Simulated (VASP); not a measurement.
# Al (R-3m) in VASP: notebook

Runs on Al. Level: LDA. Tasks: single point.

Program: VASP 6.6.1. These are calculated values, not measurements. Logs are shortened: lines on timing, memory, paths and dates and some standing lists are left out, and cuts for length are marked.

**1. The cell of the first run**

Symmetry: R-3m, No. 166, trigonal system. Conventional cell: a = 4.523 Å, b = 4.523 Å, c = 2.729 Å, α = 90.00°, β = 90.00°, γ = 120.00°. Within 3.6 Å of Al (site symmetry -3m) lie 14 Al at 2.73 to 3.18 Å.

**2. Single point, LDA**

INCAR reads:

```
PREC = Accurate
ENCUT = 520
EDIFF = 1E-7
ISMEAR = -1
SIGMA = 0.1
LREAL = F
LASPH = T
NELM = 80
ALGO = Normal
ISIF = 2
LWAVE = F
LCHARG = F
NBANDS = 8
```

KPOINTS reads:

```
Automatic mesh
0
Gamma
  15 15 15
```

POSCAR reads:

```
Al
1.0
   -1.6071311900      1.5912190000      1.5912190000
    1.5912190000     -1.6071311900      1.5912190000
    1.5912190000      1.5912190000     -1.6071311900
Al
1
Direct
    0.0000000000      0.0000000000      0.0000000000
```

Potentials or basis: VASP PAW LDA potentials, release 64 (Al).

Started as:

```bash
cat potpaw_LDA.64/Al/POTCAR > POTCAR
mpirun -np 1 vasp_std > vasp.out
```

OUTCAR:

```text
PREC = Accurate
   ENCUT = 520
   EDIFF = 1E-7
   ISMEAR = -1
   LREAL = F
   LASPH = T
   NELM = 80
   ISIF = 2

 ion  position               nearest neighbor table
   1  0.000  0.000  0.000-

  LATTYP: Found a trigonal (rhomboedric) cell.
 ALAT       =     2.7652895823
 COS(alpha) =    -0.3377371610

  Lattice vectors:

 A1 = (  -1.6071311900,   1.5912190000,   1.5912190000)
 A2 = (   1.5912190000,  -1.6071311900,   1.5912190000)
 A3 = (   1.5912190000,   1.5912190000,  -1.6071311900)

Analysis of symmetry for initial positions (statically):
=====================================================================
 Subroutine PRICEL returns:
 Original cell was already a primitive cell.

 Routine SETGRP: Setting up the symmetry group for a
 trigonal (rhombohedral) supercell.

 Subroutine GETGRP returns: Found 12 space group operations
 (whereof 12 operations were pure point group operations)
 out of a pool of 12 trial point group operations.

The static configuration has the point symmetry D_3d.

Analysis of symmetry for dynamics (positions and initial velocities):
=====================================================================
 Subroutine PRICEL returns:
 Original cell was already a primitive cell.

 Routine SETGRP: Setting up the symmetry group for a
 trigonal (rhombohedral) supercell.

 Subroutine GETGRP returns: Found 12 space group operations
 (whereof 12 operations were pure point group operations)
 out of a pool of 12 trial point group operations.

The dynamic configuration has the point symmetry D_3d.

 Subroutine INISYM returns: Found 12 space group operations
 (whereof 12 operations are pure point group operations),
 and found     1 'primitive' translations

----------------------------------------------------------------------------------------

                                     Primitive cell

  volume of cell :      16.1145

  direct lattice vectors                    reciprocal lattice vectors
    -1.607131190  1.591219000  1.591219000     0.003158194  0.315819391  0.315819391
     1.591219000 -1.607131190  1.591219000     0.315819391  0.003158194  0.315819391
     1.591219000  1.591219000 -1.607131190     0.315819391  0.315819391  0.003158194

  length of vectors
     2.765289582  2.765289582  2.765289582     0.446647232  0.446647232  0.446647232

  position of ions in fractional coordinates (direct lattice)
     0.000000000  0.000000000  0.000000000

  ion indices of the primitive-cell ions
   primitive index   ion index
                 1           1

----------------------------------------------------------------------------------------

 KPOINTS: Automatic mesh

Automatic generation of k-mesh.
 Grid dimensions read from file:
 generate k-points for:   15   15   15

 Generating k-lattice:

  Cartesian coordinates                     Fractional coordinates (reciprocal lattice)
     0.000210546  0.021054626  0.021054626     0.066666667 -0.000000000 -0.000000000
     0.021054626  0.000210546  0.021054626    -0.000000000  0.066666667 -0.000000000
     0.021054626  0.021054626  0.000210546    -0.000000000 -0.000000000  0.066666667

  Length of vectors
     0.029776482  0.029776482  0.029776482

  Shift w.r.t. Gamma in fractional coordinates (k-lattice)
     0.000000000  0.000000000  0.000000000

 Subroutine IBZKPT returns following result:
 ===========================================

 Found    344 irreducible k-points:

 Following reciprocal coordinates:
            Coordinates               Weight
  0.000000  0.000000  0.000000      1.000000
  0.066667  0.000000  0.000000      6.000000
  0.133333  0.000000  0.000000      6.000000
  0.200000  0.000000  0.000000      6.000000
  0.266667  0.000000  0.000000      6.000000
  0.333333  0.000000  0.000000      6.000000
[... 16 lines left out ...]
  0.133333  0.133333  0.000000      6.000000
  0.200000  0.133333  0.000000     12.000000
 [... further k-points ...]
   k-points           NKPTS =    344   k-points in BZ     NKDIM =    344   number of bands    NBANDS=      8
   number of dos      NEDOS =    301   number of ions     NIONS =      1
   total plane-waves  NPLWV =  13824
   dimension x,y,z NGX =    24 NGY =   24 NGZ =   24
   dimension x,y,z NGXF=    48 NGYF=   48 NGZF=   48
   ions per type =               1
   NGX,Y,Z   is equivalent  to a cutoff of  14.43, 14.43, 14.43 a.u.
   NGXF,Y,Z  is equivalent  to a cutoff of  28.86, 28.86, 28.86 a.u.
 SYSTEM =  unknown system
   PREC   = accura    normal or accurate (medium, high low for compatibility)
   ISTART =      0    job   : 0-new  1-cont  2-samecut
   ICHARG =      2    charge: 1-file 2-atom 10-const
   ISPIN  =      1    spin polarized calculation?
   LNONCOLLINEAR =      F non collinear calculations
   LSORBIT =      F    spin-orbit coupling
   LASPH  =      T    aspherical Exc in radial PAW
   ENCUT  =  520.0 eV  38.22 Ry    6.18 a.u.   5.14  5.14  5.14*2*pi/ulx,y,z
   NELM   =     80;   NELMIN=  2; NELMDL= -5     # of ELM steps
   EDIFF  = 0.1E-06   stopping-criterion for ELM
   LREAL  =      F    real-space projection
   EDIFFG = 0.1E-05   stopping-criterion for IOM
   NSW    =      0    number of steps for IOM
   IBRION =     -1    ionic relax: 0-MD 1-quasi-New 2-CG
   NFREE  =      0    steps in history (QN), initial steepest desc. (CG)
   ISIF   =      2    stress and relaxation
   ISYM   =      2    0-nonsym 1-usesym 2-fastsym
   POTIM  = 0.5000    time-step for ionic-motion
   TEBEG  =    0.0;   TEEND  =   0.0 temperature during run
   PSTRESS=    0.0 pullay stress
   NELECT =       3.0000    total number of electrons
   NUPDOWN=      -1.0000    fix difference up-down
   EMIN   =  10.00;   EMAX   =-10.00  energy-range for DOS
   EFERMI =   0.00;   METHOD = LEGACY
   ISMEAR =    -1;   SIGMA  =   0.10  broadening in eV -4-tet -1-fermi 0-gaus
   EFERMI_NEDOS =   21; number of points for ismear=-14 and -15
   IALGO  =     38    algorithm
   IMIX   =      4    mixing-type and parameters
     AMIX     =   0.40;   BMIX     =  1.00
     AMIX_MAG =   1.60;   BMIX_MAG =  1.00
  volume/ion in A,a.u.               =      16.11       108.75
  Fermi-wavevector in a.u.,A,eV,Ry     =   0.934780  1.766479 11.888963  0.873814
  Thomas-Fermi vector in A             =   2.061620
   LORBIT       =      0    0 simple, 1 ext, 2 COOP (PROOUT), +10 PAW based schemes
   GGA     = CA    functional components
   LHFCALC =     F    Hartree Fock is set to
   AEXX    =    0.0000 exact exchange contribution
   IVDW    =     0    specifies the selected vdW correction
   LEPSILON=     F    determine dielectric tensor
   LRPA    =     F    only Hartree local field effects (RPA)
 non-spin polarized calculation
  energy-cutoff  :      520.00
  volume of cell :       16.11
 maximum number of plane-waves:       448
 NGX is ok and might be reduce to    24
   NGX = 11   NGY = 11   NGZ = 11

 number of electron       3.0000000 magnetization

 Free energy of the ion-electron system (eV)
  ---------------------------------------------------
  ext. energy  EPLUGINS =         0.00000000
  ---------------------------------------------------
  free energy    TOTEN  =        -4.09849206 eV

  energy without entropy =       -4.08483265  energy(sigma->0) =       -4.09166235

 E-fermi :   8.0333     XC(G=0): -10.4350

 val. band max:        8.0195339227   @ k =   0.2667   0.2000   0.0667
 cond. band min:       8.0468281513   @ k =  -0.4000   0.3333   0.0667
 fundamental gap:      0.0272942286
 Fermi energy:         8.0333310107

 k-point     1 :       0.0000    0.0000    0.0000
  band No.  band energies     occupation
      1      -3.2202      2.00000
      2      21.2338      0.00000
      3      21.4268      0.00000
      4      21.4268      0.00000
      5      22.6620      0.00000
      6      22.6620      0.00000
      7      23.0842      0.00000
      8      24.5317      0.00000

 k-point     2 :       0.0667    0.0000    0.0000
  band No.  band energies     occupation
      1      -3.0892      2.00000
      2      19.9521      0.00000
      3      20.4129      0.00000
      4      20.9002      0.00000
      5      22.2482      0.00000
      6      23.3815      0.00000
      7      23.4728      0.00000
      8      23.9700      0.00000

 k-point     3 :       0.1333    0.0000    0.0000
  band No.  band energies     occupation
      1      -2.6971      2.00000
      2      17.3402      0.00000
      3      19.2317      0.00000
      4      19.8426      0.00000
      5      21.2974      0.00000
      6      22.3883      0.00000
      7      24.1739      0.00000
      8      24.5881      0.00000

 k-point     4 :       0.2000    0.0000    0.0000
  band No.  band energies     occupation
      1      -2.0462      2.00000
      2      14.5573      0.00000
      3      18.2192      0.00000
      4      18.7634      0.00000
      5      20.2979      0.00000
      6      21.5195      0.00000
      7      25.0150      0.00000
      8      25.0424      0.00000

 k-point     5 :       0.2667    0.0000    0.0000
  band No.  band energies     occupation
      1      -1.1399      2.00000
      2      11.8736      0.00000
      3      17.4057      0.00000
      4      17.8346      0.00000
      5      19.4406      0.00000
      6      20.7674      0.00000
      7      25.7212      0.00000
      8      26.0243      0.00000

 k-point     6 :       0.3333    0.0000    0.0000
  band No.  band energies     occupation
      1       0.0164      2.00000
      2       9.3630      0.00000
      3      16.7962      0.00000
      4      17.1144      0.00000
      5      18.7804      0.00000
      6      20.1597      0.00000
      7      26.5891      0.00000
      8      27.2209      0.00000

 k-point     7 :       0.4000   -0.0000   -0.0000
  band No.  band energies     occupation
      1       1.4154      2.00000
      2       7.0549      1.99989
      3      16.3907      0.00000
      4      16.6262      0.00000
      5      18.3351      0.00000
      6      19.7329      0.00000
      7      27.5865      0.00000
      8      28.5660      0.00000

 k-point     8 :       0.4667    0.0000    0.0000
  band No.  band energies     occupation
      1       3.0352      2.00000
      2       4.9792      2.00000
      3      16.1883      0.00000
      4      16.3801      0.00000
      5      18.1113      0.00000
      6      19.5131      0.00000
      7      28.4801      0.00000
      8      29.8190      0.00000

 k-point     9 :       0.0667    0.0667    0.0000
  band No.  band energies     occupation
      1      -2.8251      2.00000
      2      18.6634      0.00000
      3      18.7248      0.00000
      4      20.1600      0.00000
      5      22.1100      0.00000
      6      22.5796      0.00000
      7      23.7356      0.00000
      8      24.4547      0.00000

 k-point    10 :       0.1333    0.0667   -0.0000
  band No.  band energies     occupation
      1      -2.3010      2.00000
      2      15.9895      0.00000
      3      17.4994      0.00000
      4      19.0876      0.00000
      5      21.3658      0.00000
      6      22.2893      0.00000
      7      23.9573      0.00000
      8      25.3897      0.00000
[... 78 lines left out ...]
 k-point    18 :      -0.3333    0.0667    0.0000
  band No.  band energies     occupation
      1      -0.5090      2.00000
      2      10.7014      0.00000
      3      15.5153      0.00000
      4      17.1802      0.00000
      5      19.9414      0.00000
      6      21.5917      0.00000
      7      25.0645      0.00000
      8      27.7488      0.00000

 k-point    19 :      -0.2667    0.0667    0.0000
  band No.  band energies     occupation
      1      -1.5379      2.00000
      2      13.2970      0.00000
      3      16.2837      0.00000
      4      17.9165      0.00000
      5      20.7341      0.00000
      6      22.0999      0.00000
      7      24.3623      0.00000
      8      26.6834      0.00000

 k-point    20 :      -0.2000    0.0667    0.0000
  band No.  band energies     occupation
      1      -2.3140      2.00000
      2      16.0271      0.00000
      3      17.2647      0.00000
      4      18.8426      0.00000
      5      21.6841      0.00000
      6      22.3987      0.00000
      7      24.1736      0.00000
      8      25.6252      0.00000

 k-point    21 :      -0.1333    0.0667    0.0000
  band No.  band energies     occupation
      1      -2.8329      2.00000
      2      18.3876      0.00000
      3      18.7716      0.00000
      4      19.8899      0.00000
      5      22.2999      0.00000
      6      22.8138      0.00000
      7      24.1426      0.00000
      8      24.5584      0.00000

 k-point    22 :      -0.0667    0.0667    0.0000
  band No.  band energies     occupation
      1      -3.0919      2.00000
      2      19.6715      0.00000
      3      20.5100      0.00000
      4      20.8098      0.00000
      5      22.4023      0.00000
      6      23.3487      0.00000
      7      23.7254      0.00000
      8      23.9080      0.00000

 k-point    23 :       0.1333    0.1333    0.0000
  band No.  band energies     occupation
      1      -1.6468      2.00000
      2      14.6583      0.00000
      3      14.9971      0.00000
      4      18.1220      0.00000
      5      21.7277      0.00000
      6      21.8893      0.00000
      7      25.0460      0.00000
      8      25.4915      0.00000

 k-point    24 :       0.2000    0.1333    0.0000
  band No.  band energies     occupation
      1      -0.7381      2.00000
      2      12.1463      0.00000
      3      13.9062      0.00000
      4      17.2642      0.00000
      5      21.0689      0.00000
      6      22.3901      0.00000
      7      24.9144      0.00000
      8      27.1291      0.00000

 [... further k-points ...]

------------------------ aborting loop because EDIFF is reached ----------------------------------------

  FORCE on cell =-STRESS in cart. coord.  units (eV):
  Direction    XX          YY          ZZ          XY          YZ          ZX
  --------------------------------------------------------------------------------------
  -------------------------------------------------------------------------------------
  Total        0.0527522      0.0527522      0.0527522      0.0379001      0.0379001      0.0379001
  in kB        5.2448602      5.2448602      5.2448602      3.7681997      3.7681997      3.7681997
  external PRESSURE =       5.2448602 kB  Pullay stress =       0.0000000 kB

 VOLUME and BASIS-vectors are now :
 -----------------------------------------------------------------------------
  energy-cutoff  :      520.00
  volume of cell :       16.11
      direct lattice vectors                 reciprocal lattice vectors
    -1.607131190  1.591219000  1.591219000     0.003158194  0.315819391  0.315819391
     1.591219000 -1.607131190  1.591219000     0.315819391  0.003158194  0.315819391
     1.591219000  1.591219000 -1.607131190     0.315819391  0.315819391  0.003158194

 POSITION                                       TOTAL-FORCE (eV/Angst)
 -----------------------------------------------------------------------------------
      0.00000      0.00000      0.00000         0.000000     -0.000000     -0.000000
 -----------------------------------------------------------------------------------
    total drift:                                0.000000      0.000000      0.000000

  FREE ENERGIE OF THE ION-ELECTRON SYSTEM (eV)
  ---------------------------------------------------
  free  energy   TOTEN  =        -4.0984920588 eV

  energy  without entropy=       -4.0848326501  energy(sigma->0) =       -4.09166235
```

Run time: 13 s. Hardware: 1 thread of Intel Xeon Platinum 8375C at 2.90GHz (Ice Lake), shared host; peak memory 0.15 GiB.

What came out:

* Free energy: -4.0985 eV
* Pressure: 0.5 GPa

Levels at points of the mesh, in eV from the Fermi level:
```tsv
k point	band 1	band 2	band 3	band 4
(0.00, 0.00, 0.00)	-11.25	13.20	13.39	13.39
```

**3. Single point, LDA**

INCAR reads:

```
SYSTEM = Al
PREC     = Accurate       ! precision mode
ENCUT    = 520            ! plane-wave cutoff, eV
EDIFF    = 1E-7           ! SCF threshold, eV
ISMEAR   = -1             ! smearing method
SIGMA    = 0.1            ! smearing width, eV
LREAL    = .FALSE.        ! projectors in reciprocal space
LASPH    = .TRUE.         ! aspherical terms in the spheres
NELM     = 100            ! most SCF steps
ALGO     = Normal         ! electronic algorithm
ISIF     = 2              ! what is computed and relaxed
LWAVE    = .FALSE.        ! write WAVECAR
LCHARG   = .FALSE.        ! write CHGCAR
NBANDS   = 8              ! bands
```

KPOINTS reads:

```
Automatic mesh
0
G
  15 15 15
  0 0 0
```

POSCAR reads:

```
Al
1.0
   -1.5753068100      1.5912190000      1.5912190000
    1.5912190000     -1.5753068100      1.5912190000
    1.5912190000      1.5912190000     -1.5753068100
Al
1
Direct
    0.0000000000      0.0000000000      0.0000000000
```

Potentials or basis: VASP PAW LDA potentials, release 64 (Al).

Started as:

```bash
cat potpaw_LDA.64/Al/POTCAR > POTCAR
mpirun -np 1 vasp_std > vasp.out
```

It took 12 s on 1 thread of Intel Xeon Platinum 8375C at 2.90GHz (Ice Lake), shared host; peak memory 0.14 GiB.

The run converged. Its results:

```yaml
Free_energy: -4.0985 eV
Pressure: 0.5 GPa
```

Stress tensor (GPa, compression positive):
```
 0.53 -0.39 -0.39
-0.39  0.53 -0.39
-0.39 -0.39  0.53
```

Levels at points of the mesh, in eV from the Fermi level:
| k point | band 1 | band 2 | band 3 | band 4 |
| --- | --- | --- | --- | --- |
| (0.00, 0.00, 0.00) | -11.25 | 13.25 | 13.25 | 13.48 |

**4. Single point, LDA**

INCAR reads:

```
PREC     = Accurate       # precision mode
ENCUT    = 520            # plane-wave cutoff, eV
EDIFF    = 1E-7           # SCF threshold, eV
ISMEAR   = -1             # smearing method
SIGMA    = 0.1            # smearing width, eV
LREAL    = False          # projectors in reciprocal space
LASPH    = True           # aspherical terms in the spheres
NELM     = 60             # most SCF steps
ALGO     = Normal         # electronic algorithm
ISIF     = 2              # what is computed and relaxed
LWAVE    = False          # write WAVECAR
LCHARG   = False          # write CHGCAR
GGA      = CA             # functional
NBANDS   = 8              # bands
```

KPOINTS reads:

```
regular mesh
0
Gamma
  15 15 15
```

POSCAR reads:

```
Al
1.0
   -1.5593946200      1.5912190000      1.5912190000
    1.5912190000     -1.5593946200      1.5912190000
    1.5912190000      1.5912190000     -1.5593946200
Al
1
Direct
    0.0000000000      0.0000000000      0.0000000000
```

Started as:

```bash
cat potpaw_LDA.64/Al/POTCAR > POTCAR
mpirun -np 1 vasp_std > vasp.out
```

It took 12 s on 1 thread of Intel Xeon Platinum 8375C at 2.90GHz (Ice Lake), shared host; peak memory 0.14 GiB.

The run converged. Its results:

| Property | Result |
| --- | --- |
| Free energy | -4.0966 eV |
| Pressure | 0.6 GPa |

Stress tensor (GPa, compression positive):
```
 0.61 -0.86 -0.86
-0.86  0.61 -0.86
-0.86 -0.86  0.61
```

Levels at points of the mesh, in eV from the Fermi level:
```
           k point  band 1  band 2  band 3  band 4  band 5
(0.00, 0.00, 0.00)  -11.25   13.14   13.14   13.63   14.28
```

**5. Summary**

```tsv
cell	gap on the mesh (eV)	pressure (GPa)
a = 2.765 Å, angles 109.7°, 1 atom	none	0.5
a = 2.747 Å, angles 109.2°, 1 atom	none	0.5
a = 2.738 Å, angles 108.9°, 1 atom	none	0.6
```

Alike in all rows: task single point; level LDA; potentials or basis VASP PAW LDA potentials, release 64 (Al); no spin polarisation; k mesh 15 × 15 × 15; cutoff (eV) 520; smearing fermi-dirac 0.1 eV.

Absolute energies hang on the potentials; compare differences alone.
